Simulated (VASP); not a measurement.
# Mg2C (Fm-3m) in VASP: single point with PBE-based screened hybrid with 15 % exact exchange

Aim: the single point of Mg2C with PBE-based screened hybrid with 15 % exact exchange.

All numbers are computed with VASP 6.6.1; they aren't measurements. Logs are shortened: lines on timing, memory, paths and dates and some standing lists are left out, and cuts for length are marked.

## Step 1: The cell of the first run

It takes space group Fm-3m (No. 225, cubic). Conventional cell: a = 5.422 Å, b = 5.422 Å, c = 5.422 Å, α = 90.00°, β = 90.00°, γ = 90.00°. Within 3.1 Å of C (site symmetry m-3m) lie 8 Mg at 2.35 Å. Mg (site symmetry -43m) has 4 C at 2.35 Å and 6 Mg at 2.71 Å within 3.1 Å.

## Step 2: Single point, PBE-based screened hybrid with 15 % exact exchange

Contents of POSCAR:

```
Mg2C
1.0
    0.0000000000      2.7109426181      2.7109426181
    2.7109426181      0.0000000000      2.7109426181
    2.7109426181      2.7109426181      0.0000000000
C Mg
1 2
Direct
    0.0000000000      0.0000000000      0.0000000000
    0.2500000000      0.2500000000      0.2500000000
    0.7500000000      0.7500000000      0.7500000000
```

Contents of INCAR.step1:

```
SYSTEM = Mg2C
PREC     = Accurate       ! precision mode
ENCUT    = 520            ! plane-wave cutoff, eV
EDIFF    = 1E-5           ! SCF threshold, eV
ISMEAR   = 0              ! smearing method
SIGMA    = 0.01           ! smearing width, eV
LREAL    = .FALSE.        ! projectors in reciprocal space
LASPH    = .TRUE.         ! aspherical terms in the spheres
NELM     = 60             ! most SCF steps
ALGO     = Normal         ! electronic algorithm
ISIF     = 2              ! what is computed and relaxed
LWAVE    = .TRUE.         ! write WAVECAR
LCHARG   = .FALSE.        ! write CHGCAR
NBANDS   = 11             ! bands
GGA      = PE             ! functional
```

Contents of INCAR.step2:

```
SYSTEM = Mg2C
PREC     = Accurate       ! precision mode
ENCUT    = 520            ! plane-wave cutoff, eV
EDIFF    = 1E-6           ! SCF threshold, eV
ISMEAR   = 0              ! smearing method
SIGMA    = 0.01           ! smearing width, eV
LREAL    = .FALSE.        ! projectors in reciprocal space
LASPH    = .TRUE.         ! aspherical terms in the spheres
NELM     = 60             ! most SCF steps
ALGO     = Normal         ! electronic algorithm
ISIF     = 2              ! what is computed and relaxed
LWAVE    = .FALSE.        ! write WAVECAR
LCHARG   = .FALSE.        ! write CHGCAR
GGA      = PE             ! functional
LHFCALC  = .TRUE.         ! exact exchange
AEXX     = 0.15           ! exact-exchange fraction
HFSCREEN = 0.2078         ! screening, 1/A
PRECFOCK = Normal       
NBANDS   = 11             ! bands
ISTART   = 1
```

Contents of KPOINTS:

```
regular mesh
0
G
  4 4 4
  0 0 0
```

Potentials or basis: VASP PAW PBE potentials, release 64 (C, Mg).

Launch:

```
cat potpaw_PBE.64/C/POTCAR potpaw_PBE.64/Mg/POTCAR > POTCAR
cp INCAR.step1 INCAR
mpirun -np 1 vasp_std > vasp.out
cp INCAR.step2 INCAR
mpirun -np 1 vasp_std > vasp.out
```

OUTCAR:

```text
SYSTEM = Mg2C
   PREC = Accurate
   ENCUT = 520
   EDIFF = 1E-6
   ISMEAR = 0
   LREAL = .FALSE.
   LASPH = .TRUE.
   NELM = 60
   ISIF = 2
   GGA = PE
   LHFCALC = .TRUE.
   AEXX = 0.15
   HFSCREEN = 0.2078
   PRECFOCK = Normal
   ISTART = 1

 ion  position               nearest neighbor table
   1  0.000  0.000  0.000-   3 2.35   3 2.35   3 2.35   2 2.35   3 2.35   2 2.35   2 2.35   2 2.35

   2  0.250  0.250  0.250-   1 2.35   1 2.35   1 2.35   1 2.35   3 2.71   3 2.71   3 2.71   3 2.71
                             3 2.71   3 2.71
   3  0.750  0.750  0.750-   1 2.35   1 2.35   1 2.35   1 2.35   2 2.71   2 2.71   2 2.71   2 2.71
                             2 2.71   2 2.71

  LATTYP: Found a face centered cubic cell.
 ALAT       =     5.4218852362

  Lattice vectors:

 A1 = (   0.0000000000,   2.7109426181,   2.7109426181)
 A2 = (   2.7109426181,   0.0000000000,   2.7109426181)
 A3 = (   2.7109426181,   2.7109426181,   0.0000000000)

Analysis of symmetry for initial positions (statically):
=====================================================================
 Subroutine PRICEL returns:
 Original cell was already a primitive cell.

 Routine SETGRP: Setting up the symmetry group for a
 face centered cubic supercell.

 Subroutine GETGRP returns: Found 48 space group operations
 (whereof 48 operations were pure point group operations)
 out of a pool of 48 trial point group operations.

The static configuration has the point symmetry O_h .

Analysis of symmetry for dynamics (positions and initial velocities):
=====================================================================
 Subroutine PRICEL returns:
 Original cell was already a primitive cell.

 Routine SETGRP: Setting up the symmetry group for a
 face centered cubic supercell.

 Subroutine GETGRP returns: Found 48 space group operations
 (whereof 48 operations were pure point group operations)
 out of a pool of 48 trial point group operations.

The dynamic configuration has the point symmetry O_h .

 Subroutine INISYM returns: Found 48 space group operations
 (whereof 48 operations are pure point group operations),
 and found     1 'primitive' translations

----------------------------------------------------------------------------------------

[... 92 lines left out ...]
   ISMEAR =     0;   SIGMA  =   0.01  broadening in eV -4-tet -1-fermi 0-gaus
   EFERMI_NEDOS =   21; number of points for ismear=-14 and -15
   IALGO  =     38    algorithm
   IMIX   =      1    mixing-type and parameters
     AMIX     =   0.40;   BMIX     =  1.00
     AMIX_MAG =   1.60;   BMIX_MAG =  1.00
  volume/ion in A,a.u.               =      13.28        89.63
  Fermi-wavevector in a.u.,A,eV,Ry     =   0.958608  1.811507 12.502799  0.918930
  Thomas-Fermi vector in A             =   2.087731
   LORBIT       =      0    0 simple, 1 ext, 2 COOP (PROOUT), +10 PAW based schemes
   GGA     = PE    functional components
   LHFCALC =     T    Hartree Fock is set to
   PRECFOCK=normal    Normal, Fast or Accurate (Low or Medium for compatibility)
   ENCUT4O =  -1.0   cutoff for four orbital integrals eV
   NKREDX  =     1    reduce k-point grid by
   NKREDY  =     1    reduce k-point grid by
   NKREDZ  =     1    reduce k-point grid by
   AEXX    =    0.1500 exact exchange contribution
   HFSCREEN=    0.2078 screening length (either q_TF or 0.3 A-1)
   HFSCREENC=   0.2078 screening length for correlation (either q_TF or 0.3 A-1)
   ENCUTFOCK=  -1.0 apply spherical cutoff to Coloumb kernel
   IVDW    =     0    specifies the selected vdW correction
   LEPSILON=     F    determine dielectric tensor
   LRPA    =     F    only Hartree local field effects (RPA)
 non-spin polarized calculation
 Gauss-broadening in eV      SIGMA  =   0.01
  energy-cutoff  :      520.00
  volume of cell :       39.85
 maximum number of plane-waves:      1090
 NGX is ok and might be reduce to    30
  NGX = 24; NGY = 24; NGZ = 24

 number of electron       8.0000000 magnetization

 Free energy of the ion-electron system (eV)
  ---------------------------------------------------
  ext. energy  EPLUGINS =         0.00000000
  ---------------------------------------------------
  free energy    TOTEN  =       -12.28936125 eV

  energy without entropy =      -12.28936125  energy(sigma->0) =      -12.28936125

 E-fermi :   3.5750     XC(G=0):  -8.9058

 val. band max:        3.4879616733   @ k =   0.0000   0.0000   0.0000
 cond. band min:       4.5863511464   @ k =   0.5000   0.5000   0.0000
 fundamental gap:      1.0983894730
 Fermi energy:         3.5749989197

 k-point     1 :       0.0000    0.0000    0.0000
  band No.  band energies     occupation
      1      -7.9818      2.00000
      2       3.4880      2.00000
      3       3.4880      2.00000
      4       3.4880      2.00000
      5       5.4610      0.00000
      6      10.6907      0.00000
      7      10.6907      0.00000
      8      10.6907      0.00000
      9      13.8254      0.00000
     10      13.8254      0.00000
     11      14.8717      0.00000
[... 85 lines left out ...]
 k-point     8 :      -0.2500    0.5000    0.2500
  band No.  band energies     occupation
      1      -5.7990      2.00000
      2       0.2359      2.00000
      3       0.2359      2.00000
      4       0.9213      2.00000
      5       7.1699      0.00000
      6      10.3268      0.00000
      7      11.1540      0.00000
      8      11.1540      0.00000
      9      14.6402      0.00000
     10      14.6403      0.00000
     11      19.5181      0.00000

------------------------ aborting loop because EDIFF is reached ----------------------------------------

  FORCE on cell =-STRESS in cart. coord.  units (eV):
  Direction    XX          YY          ZZ          XY          YZ          ZX
  --------------------------------------------------------------------------------------
  -------------------------------------------------------------------------------------
  Total        0.0399255      0.0399255      0.0399255      0.0000000      0.0000000     -0.0000000
  in kB        1.6053497      1.6053497      1.6053497      0.0000000      0.0000000     -0.0000000
  external PRESSURE =       1.6053497 kB  Pullay stress =       0.0000000 kB

 VOLUME and BASIS-vectors are now :
 -----------------------------------------------------------------------------
  energy-cutoff  :      520.00
  volume of cell :       39.85
      direct lattice vectors                 reciprocal lattice vectors
     0.000000000  2.710942618  2.710942618    -0.184437692  0.184437692  0.184437692
     2.710942618  0.000000000  2.710942618     0.184437692 -0.184437692  0.184437692
     2.710942618  2.710942618  0.000000000     0.184437692  0.184437692 -0.184437692

 POSITION                                       TOTAL-FORCE (eV/Angst)
 -----------------------------------------------------------------------------------
      0.00000      0.00000      0.00000        -0.000000     -0.000000     -0.000000
      1.35547      1.35547      1.35547         0.000000      0.000000      0.000000
      4.06641      4.06641      4.06641        -0.000000     -0.000000     -0.000000
 -----------------------------------------------------------------------------------
    total drift:                               -0.000001     -0.000001     -0.000001

  FREE ENERGIE OF THE ION-ELECTRON SYSTEM (eV)
  ---------------------------------------------------
  free  energy   TOTEN  =       -12.2893612458 eV

  energy  without entropy=      -12.2893612458  energy(sigma->0) =      -12.28936125
```

OUTCAR.step1:

```text
SYSTEM = Mg2C
   PREC = Accurate
   ENCUT = 520
   EDIFF = 1E-5
   ISMEAR = 0
   LREAL = .FALSE.
   LASPH = .TRUE.
   NELM = 60
[... 320 lines left out ...]
      0.00000      0.00000      0.00000         0.000000     -0.000000      0.000000
      1.35547      1.35547      1.35547        -0.000000     -0.000000     -0.000000
      4.06641      4.06641      4.06641         0.000000      0.000000      0.000000
 -----------------------------------------------------------------------------------
    total drift:                                0.000000     -0.000000     -0.000000

  FREE ENERGIE OF THE ION-ELECTRON SYSTEM (eV)
  ---------------------------------------------------
  free  energy   TOTEN  =       -11.4060303074 eV

  energy  without entropy=      -11.4060303074  energy(sigma->0) =      -11.40603031
```

OSZICAR.step1:

```text
N       E                     dE             d eps       ncg     rms          rms(c)
DAV:   1     0.998488435680E+01    0.99849E+01   -0.31851E+03   176   0.593E+02
DAV:   2    -0.120275994114E+02   -0.22012E+02   -0.21033E+02   224   0.858E+01
DAV:   3    -0.138072141582E+02   -0.17796E+01   -0.17736E+01   217   0.228E+01
DAV:   4    -0.138195261860E+02   -0.12312E-01   -0.12311E-01   214   0.233E+00
DAV:   5    -0.138195880204E+02   -0.61834E-04   -0.61834E-04   203   0.169E-01    0.708E+00
DAV:   6    -0.114430767753E+02    0.23765E+01   -0.14196E+01   197   0.140E+01    0.214E+00
DAV:   7    -0.114275416014E+02    0.15535E-01   -0.17464E-01   176   0.261E+00    0.146E+00
DAV:   8    -0.114091938676E+02    0.18348E-01   -0.53539E-02   176   0.179E+00    0.605E-01
DAV:   9    -0.114067673132E+02    0.24266E-02   -0.30295E-03   206   0.290E-01    0.371E-01
DAV:  10    -0.114060284468E+02    0.73887E-03   -0.37572E-03   188   0.292E-01    0.236E-02
DAV:  11    -0.114060303074E+02   -0.18606E-05   -0.45219E-05   185   0.401E-02
   1 F= -.11406030E+02 E0= -.11406030E+02  d E =-.152569E-24
```

Wall time 4 min (1 thread of Intel Xeon 8259CL, shared host); peak memory 0.27 GiB.

Results:

* Free energy: -12.2894 eV
* Pressure: 0.2 GPa
* Band gap on the k mesh: 1.10 eV (least direct gap 1.97 eV)

Levels at points of the mesh, in eV from the valence-band top:
| k point | band 1 | band 2 | band 3 | band 4 | band 5 | band 6 | band 7 | band 8 |
| --- | --- | --- | --- | --- | --- | --- | --- | --- |
| (0.00, 0.00, 0.00) | -11.47 | 0.00 | 0.00 | 0.00 | 1.97 | 7.20 | 7.20 | 7.20 |
| (0.50, 0.00, 0.00) | -9.85 | -5.06 | -0.45 | -0.45 | 4.00 | 6.17 | 6.17 | 6.58 |
| (0.50, 0.50, 0.00) | -9.33 | -4.30 | -1.64 | -1.64 | 1.10 | 4.65 | 9.94 | 10.20 |

Caveat: the k points lie up to 0.50 Å⁻¹ apart; the PAW data sets were made with another functional, which shifts forces and pressure a little. A k mesh can miss the band edges.
